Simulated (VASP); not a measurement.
# Au (Cmcm) in VASP: notebook

Runs on Au. Level: r2SCAN. Tasks: single point, relaxation of cell and atoms.

All numbers are computed with VASP 6.6.1; they aren't measurements. Logs are shortened: lines on timing, memory, paths and dates and some standing lists are left out, and cuts for length are marked.

## 1. The cell of the first run

The structure is orthorhombic, space group Cmcm (No. 63). The conventional cell has a = 2.802 Å, b = 5.022 Å, c = 4.773 Å, α = 90.00°, β = 90.00°, γ = 90.00°. Au (site symmetry m2m) has 12 Au at 2.80 to 2.90 Å within 3.7 Å.

## 2. Single point, r2SCAN

Input file POSCAR:

```
Au
1.0
    1.4011821062     -2.5110968125      0.0000000000
    1.4011821062      2.5110968125      0.0000000000
    0.0000000000      0.0000000000      4.7733040255
Au
2
Direct
    0.6631069889      0.3368930111      0.2500000000
    0.3368930111      0.6631069889      0.7500000000
```

Input file INCAR.step1:

```
PREC = Accurate
ENCUT = 520
ISMEAR = 0
SIGMA = 0.1
LREAL = False
LASPH = True
NELM = 100
NBANDS = 18
GGA = PE
ALGO = Normal
EDIFF = 1E-4
LWAVE = True
LCHARG = False
```

Input file INCAR.step2:

```
PREC = Accurate
ENCUT = 520
EDIFF = 1E-6
ISMEAR = 0
SIGMA = 0.1
LREAL = False
LASPH = True
NELM = 100
ALGO = Normal
ISIF = 2
LWAVE = False
LCHARG = False
METAGGA = R2SCAN
LMIXTAU = True
NBANDS = 18
ISTART = 1
```

Input file KPOINTS:

```
regular mesh
0
Gamma
  16 16 10
```

Potentials or basis: VASP PAW PBE potentials, release 64 (Au).

Started as:

```console
$ cat potpaw_PBE.64/Au/POTCAR > POTCAR
$ cp INCAR.step1 INCAR
$ mpirun -np 1 vasp_std > vasp.out
$ cp INCAR.step2 INCAR
$ mpirun -np 1 vasp_std > vasp.out
```

OUTCAR:

```text
PREC = Accurate
   ENCUT = 520
   EDIFF = 1E-6
   ISMEAR = 0
   LREAL = False
   LASPH = True
   NELM = 100
   ISIF = 2
   METAGGA = R2SCAN
   ISTART = 1

 ion  position               nearest neighbor table
   1  0.663  0.337  0.250-   2 2.89   2 2.89   2 2.90   2 2.90   2 2.90   2 2.90
   2  0.337  0.663  0.750-   1 2.89   1 2.89   1 2.90   1 2.90   1 2.90   1 2.90

  LATTYP: Found a base centered orthorhombic cell.
 ALAT       =     2.8023642124
 B/A-ratio  =     1.7921273769
 C/A-ratio  =     1.7033132254

  Lattice vectors:

 A1 = (   1.4011821062,  -2.5110968125,   0.0000000000)
 A2 = (   1.4011821062,   2.5110968125,   0.0000000000)
 A3 = (   0.0000000000,   0.0000000000,   4.7733040255)

Analysis of symmetry for initial positions (statically):
=====================================================================
 Subroutine PRICEL returns:
 Original cell was already a primitive cell.

 Routine SETGRP: Setting up the symmetry group for a
 base centered orthorhombic supercell.

 Subroutine GETGRP returns: Found  8 space group operations
 (whereof  4 operations were pure point group operations)
 out of a pool of  8 trial point group operations.

The static configuration has the point symmetry C_2h.
 The point group associated with its full space group is D_2h.

Analysis of symmetry for dynamics (positions and initial velocities):
=====================================================================
 Subroutine PRICEL returns:
 Original cell was already a primitive cell.

 Routine SETGRP: Setting up the symmetry group for a
 base centered orthorhombic supercell.

 Subroutine GETGRP returns: Found  8 space group operations
 (whereof  4 operations were pure point group operations)
 out of a pool of  8 trial point group operations.

The dynamic configuration has the point symmetry C_2h.
 The point group associated with its full space group is D_2h.

 Subroutine INISYM returns: Found  8 space group operations
 (whereof  4 operations are pure point group operations),
 and found     1 'primitive' translations

----------------------------------------------------------------------------------------

                                     Primitive cell

  volume of cell :      33.5898

  direct lattice vectors                    reciprocal lattice vectors
     1.401182106 -2.511096812  0.000000000     0.356841554 -0.199116178  0.000000000
     1.401182106  2.511096812  0.000000000     0.356841554  0.199116178  0.000000000
     0.000000000  0.000000000  4.773304025     0.000000000  0.000000000  0.209498493

  length of vectors
     2.875572725  2.875572725  4.773304025     0.408635714  0.408635714  0.209498493

  position of ions in fractional coordinates (direct lattice)
     0.663106989  0.336893011  0.250000000
     0.336893011  0.663106989  0.750000000

  ion indices of the primitive-cell ions
   primitive index   ion index
                 1           1
                 2           2

----------------------------------------------------------------------------------------

 KPOINTS: regular mesh

Automatic generation of k-mesh.
 Grid dimensions read from file:
 generate k-points for:   16   16   10

 Generating k-lattice:

  Cartesian coordinates                     Fractional coordinates (reciprocal lattice)
     0.022302597 -0.012444761  0.000000000     0.062500000  0.000000000  0.000000000
     0.022302597  0.012444761  0.000000000     0.000000000  0.062500000  0.000000000
     0.000000000  0.000000000  0.020949849     0.000000000  0.000000000  0.100000000

  Length of vectors
     0.025539732  0.025539732  0.020949849

  Shift w.r.t. Gamma in fractional coordinates (k-lattice)
     0.000000000  0.000000000  0.000000000

 Subroutine IBZKPT returns following result:
 ===========================================

 Found    438 irreducible k-points:

 Following reciprocal coordinates:
            Coordinates               Weight
  0.000000  0.000000  0.000000      1.000000
  0.062500 -0.000000  0.000000      4.000000
  0.125000 -0.000000  0.000000      4.000000
  0.187500  0.000000  0.000000      4.000000
  0.250000 -0.000000  0.000000      4.000000
  0.312500 -0.000000  0.000000      4.000000
[... 16 lines left out ...]
 -0.125000  0.062500  0.000000      4.000000
 -0.062500  0.062500  0.000000      2.000000
 [... further k-points ...]
   k-points           NKPTS =    438   k-points in BZ     NKDIM =    438   number of bands    NBANDS=     18
   number of dos      NEDOS =    301   number of ions     NIONS =      2
   total plane-waves  NPLWV =  20736
   dimension x,y,z NGX =    24 NGY =   24 NGZ =   36
   dimension x,y,z NGXF=    48 NGYF=   48 NGZF=   72
   ions per type =               2
   NGX,Y,Z   is equivalent  to a cutoff of  13.88, 13.88, 12.54 a.u.
   NGXF,Y,Z  is equivalent  to a cutoff of  27.75, 27.75, 25.08 a.u.
 SYSTEM =  unknown system
   PREC   = accura    normal or accurate (medium, high low for compatibility)
   ISTART =      1    job   : 0-new  1-cont  2-samecut
   ICHARG =      0    charge: 1-file 2-atom 10-const
   ISPIN  =      1    spin polarized calculation?
   LNONCOLLINEAR =      F non collinear calculations
   LSORBIT =      F    spin-orbit coupling
   LASPH  =      T    aspherical Exc in radial PAW
   ENCUT  =  520.0 eV  38.22 Ry    6.18 a.u.   5.35  5.35  8.88*2*pi/ulx,y,z
   NELM   =    100;   NELMIN=  2; NELMDL=  0     # of ELM steps
   EDIFF  = 0.1E-05   stopping-criterion for ELM
   LREAL  =      F    real-space projection
   EDIFFG = 0.1E-04   stopping-criterion for IOM
   NSW    =      0    number of steps for IOM
   IBRION =     -1    ionic relax: 0-MD 1-quasi-New 2-CG
   NFREE  =      0    steps in history (QN), initial steepest desc. (CG)
   ISIF   =      2    stress and relaxation
   ISYM   =      2    0-nonsym 1-usesym 2-fastsym
   POTIM  = 0.5000    time-step for ionic-motion
   TEBEG  =    0.0;   TEEND  =   0.0 temperature during run
   PSTRESS=    0.0 pullay stress
   NELECT =      22.0000    total number of electrons
   NUPDOWN=      -1.0000    fix difference up-down
   EMIN   =  10.00;   EMAX   =-10.00  energy-range for DOS
   EFERMI =   0.00;   METHOD = LEGACY
   ISMEAR =     0;   SIGMA  =   0.10  broadening in eV -4-tet -1-fermi 0-gaus
   EFERMI_NEDOS =   21; number of points for ismear=-14 and -15
   IALGO  =     38    algorithm
   IMIX   =      4    mixing-type and parameters
     AMIX     =   0.40;   BMIX     =  1.00
     AMIX_MAG =   1.60;   BMIX_MAG =  1.00
  volume/ion in A,a.u.               =      16.79       113.34
  Fermi-wavevector in a.u.,A,eV,Ry     =   1.421718  2.686657 27.501198  2.021281
  Thomas-Fermi vector in A             =   2.542498
   LORBIT       =      0    0 simple, 1 ext, 2 COOP (PROOUT), +10 PAW based schemes
   METAGGA = R2SCAN    functional components
   LHFCALC =     F    Hartree Fock is set to
   AEXX    =    0.0000 exact exchange contribution
   IVDW    =     0    specifies the selected vdW correction
   LEPSILON=     F    determine dielectric tensor
   LRPA    =     F    only Hartree local field effects (RPA)
 non-spin polarized calculation
 Gauss-broadening in eV      SIGMA  =   0.10
  energy-cutoff  :      520.00
  volume of cell :       33.59
 maximum number of plane-waves:       918
 NGX is ok and might be reduce to    24
   NGX = 11   NGY = 11   NGZ = 17

 number of electron      22.0000002 magnetization

 Free energy of the ion-electron system (eV)
  ---------------------------------------------------
  ext. energy  EPLUGINS =         0.00000000
  ---------------------------------------------------
  free energy    TOTEN  =      -101.13331910 eV

  energy without entropy =     -101.13071037  energy(sigma->0) =     -101.13201473

 E-fermi :   9.5612     XC(G=0): -13.7304

 val. band max:        9.5608888294   @ k =   0.5000   0.3125   0.3000
 cond. band min:       9.5642149311   @ k =   0.5000   0.4375   0.0000
 fundamental gap:      0.0033261017
 Fermi energy:         9.5611617054

 k-point     1 :       0.0000    0.0000    0.0000
  band No.  band energies     occupation
      1      -0.6864      2.00000
      2       1.7457      2.00000
      3       4.3371      2.00000
      4       4.3941      2.00000
      5       4.8007      2.00000
      6       4.8945      2.00000
[... 10 lines left out ...]
     17      28.6100      0.00000
     18      29.5530      0.00000

 k-point     2 :       0.0625   -0.0000    0.0000
  band No.  band energies     occupation
      1      -0.5527      2.00000
      2       1.8574      2.00000
      3       4.2973      2.00000
      4       4.5072      2.00000
      5       4.8287      2.00000
      6       4.9189      2.00000
[... 10 lines left out ...]
     17      27.9926      0.00000
     18      28.7503      0.00000

 k-point     3 :       0.1250   -0.0000    0.0000
  band No.  band energies     occupation
      1      -0.1634      2.00000
      2       2.1649      2.00000
      3       4.1984      2.00000
      4       4.7572      2.00000
      5       4.8393      2.00000
      6       5.0164      2.00000
[... 10 lines left out ...]
     17      26.9670      0.00000
     18      28.6652      0.00000

 k-point     4 :       0.1875    0.0000    0.0000
  band No.  band energies     occupation
      1       0.4391      2.00000
      2       2.5555      2.00000
      3       4.0799      2.00000
      4       4.6231      2.00000
      5       4.6705      2.00000
      6       5.1627      2.00000
[... 375 lines left out ...]
      4       4.6688      2.00000
      5       4.8996      2.00000
      6       4.9543      2.00000
[... 10 lines left out ...]
     17      27.7281      0.00000
     18      27.9793      0.00000

 k-point    23 :      -0.1250    0.0625    0.0000
  band No.  band energies     occupation
      1      -0.3071      2.00000
      2       2.0486      2.00000
      3       4.1159      2.00000
      4       4.5977      2.00000
      5       4.8082      2.00000
      6       5.0895      2.00000
[... 10 lines left out ...]
     17      28.0081      0.00000
     18      28.3255      0.00000

 k-point    24 :      -0.0625    0.0625    0.0000
  band No.  band energies     occupation
      1      -0.5612      2.00000
      2       1.8465      2.00000
      3       4.2022      2.00000
      4       4.5009      2.00000
      5       4.7946      2.00000
      6       4.9748      2.00000
[... 10 lines left out ...]
     17      28.2662      0.00000
     18      28.7961      0.00000

 [... further k-points ...]

------------------------ aborting loop because EDIFF is reached ----------------------------------------

  FORCE on cell =-STRESS in cart. coord.  units (eV):
  Direction    XX          YY          ZZ          XY          YZ          ZX
  --------------------------------------------------------------------------------------
  -------------------------------------------------------------------------------------
  Total        1.7792432      1.7372515      1.7324335      0.0000000      0.0000000      0.0000000
  in kB       84.8669845     82.8640468     82.6342376      0.0000000      0.0000000      0.0000000
  external PRESSURE =      83.4550896 kB  Pullay stress =       0.0000000 kB

 VOLUME and BASIS-vectors are now :
 -----------------------------------------------------------------------------
  energy-cutoff  :      520.00
  volume of cell :       33.59
      direct lattice vectors                 reciprocal lattice vectors
     1.401182106 -2.511096812  0.000000000     0.356841554 -0.199116178  0.000000000
     1.401182106  2.511096812  0.000000000     0.356841554  0.199116178  0.000000000
     0.000000000  0.000000000  4.773304025     0.000000000  0.000000000  0.209498493

 POSITION                                       TOTAL-FORCE (eV/Angst)
 -----------------------------------------------------------------------------------
      1.40118     -0.81915      1.19333         0.000000      0.002299      0.000000
      1.40118      0.81915      3.57998         0.000000     -0.002299     -0.000000
 -----------------------------------------------------------------------------------
    total drift:                                0.000000     -0.000000      0.000000

  FREE ENERGIE OF THE ION-ELECTRON SYSTEM (eV)
  ---------------------------------------------------
  free  energy   TOTEN  =      -101.1333190991 eV

  energy  without entropy=     -101.1307103697  energy(sigma->0) =     -101.13201473
```

Run time: 11 min. Hardware: 1 thread of Intel Xeon Platinum 8259CL at 2.50GHz (Skylake/Cascade Lake), shared host; peak memory 0.33 GiB.

What came out:

- Free energy: -101.1333 eV
- Pressure: 8.3 GPa
- Band gap on the k mesh: zero (bands 11 and 12 overlap by 7.14 eV)

Forces on the atoms (eV/Å):
```
Au   0.000  0.002  0.000
Au   0.000 -0.002  0.000
```

Stress tensor (GPa, compression positive):
```
8.49 0.00 0.00
0.00 8.29 0.00
0.00 0.00 8.26
```

Caveat: the cell stands under pressure; the PAW data sets were made with another functional, which shifts forces and pressure a little; spin-orbit coupling is left out, which moves the levels of the heavy elements.

## 3. Single point, r2SCAN

This run uses another cell than the first one, of 17.26 Å³/atom.

Input file POSCAR:

```
Au
1.0
    1.4122422650     -2.5353558905      0.0000000000
    1.4122422650      2.5353558905      0.0000000000
    0.0000000000      0.0000000000      4.8207237395
Au
2
Direct
    0.6632616481      0.3367383519      0.2500000000
    0.3367383519      0.6632616481      0.7500000000
```

Input file INCAR.step1:

```
SYSTEM = Au
ALGO = Normal ; EDIFF = 1E-4
ENCUT = 520 ; GGA = PE
ISMEAR = 0 ; LASPH = .TRUE.
LCHARG = .FALSE. ; LREAL = .FALSE.
LWAVE = .TRUE. ; NBANDS = 18
NELM = 60 ; PREC = Accurate
SIGMA = 0.1
```

Input file INCAR.step2:

```
SYSTEM = Au
ALGO = Normal ; EDIFF = 1E-7
ENCUT = 520 ; ISIF = 2
ISMEAR = 0 ; ISTART = 1
LASPH = .TRUE. ; LCHARG = .FALSE.
LMIXTAU = .TRUE. ; LREAL = .FALSE.
LWAVE = .FALSE. ; METAGGA = R2SCAN
NBANDS = 18 ; NELM = 60
PREC = Accurate ; SIGMA = 0.1
```

Input file KPOINTS:

```
k-points
0
G
  16 16 10
  0 0 0
```

Potentials or basis: VASP PAW PBE potentials, release 64 (Au).

Started as:

```console
$ cat potpaw_PBE.64/Au/POTCAR > POTCAR
$ cp INCAR.step1 INCAR
$ mpirun -np 1 vasp_std > vasp.out
$ cp INCAR.step2 INCAR
$ mpirun -np 1 vasp_std > vasp.out
```

It took 13 min on 1 thread of Intel Xeon Platinum 8259CL at 2.50GHz (Skylake/Cascade Lake), shared host; peak memory 0.33 GiB.

Results (log left out):

```yaml
Free_energy: -101.1672 eV
Pressure: 3.3 GPa
Band_gap_on_the_k_mesh: zero (bands 11 and 12 overlap by 6.99 eV)
```

Stress tensor (GPa, compression positive):
```
3.36 0.00 0.00
0.00 3.29 0.00
0.00 0.00 3.25
```

Levels at points of the mesh, in eV from the Fermi level:
```
           k point  band 8  band 9  band 10  band 11  band 12  band 13  band 14  band 15
(0.00, 0.00, 0.00)   -3.89   -3.68    -2.40    -2.38    -0.91     2.71    15.33    16.56
(0.50, 0.00, 0.00)   -2.18   -2.04    -1.88     0.48     1.77     6.13     7.65     7.79
(0.50, 0.50, 0.00)   -2.14   -2.12    -1.92     0.30     1.31     5.88     7.30     7.56
(0.00, 0.00, 0.50)   -4.61   -2.93    -2.93    -2.79    -2.79    11.09    11.09    15.66
(0.50, 0.00, 0.50)   -2.61   -1.93    -1.93     0.74     0.74     4.22     4.22    13.85
(0.50, 0.50, 0.50)   -2.52   -2.01    -2.01     0.36     0.36     3.79     3.79    13.55
```

Caveat: the cell stands under pressure; the PAW data sets were made with another functional, which shifts forces and pressure a little; spin-orbit coupling is left out, which moves the levels of the heavy elements.

(Part 1 of 2 ends here.)

The gap in the log of VASP goes by the Fermi energy; the results here count the filled bands.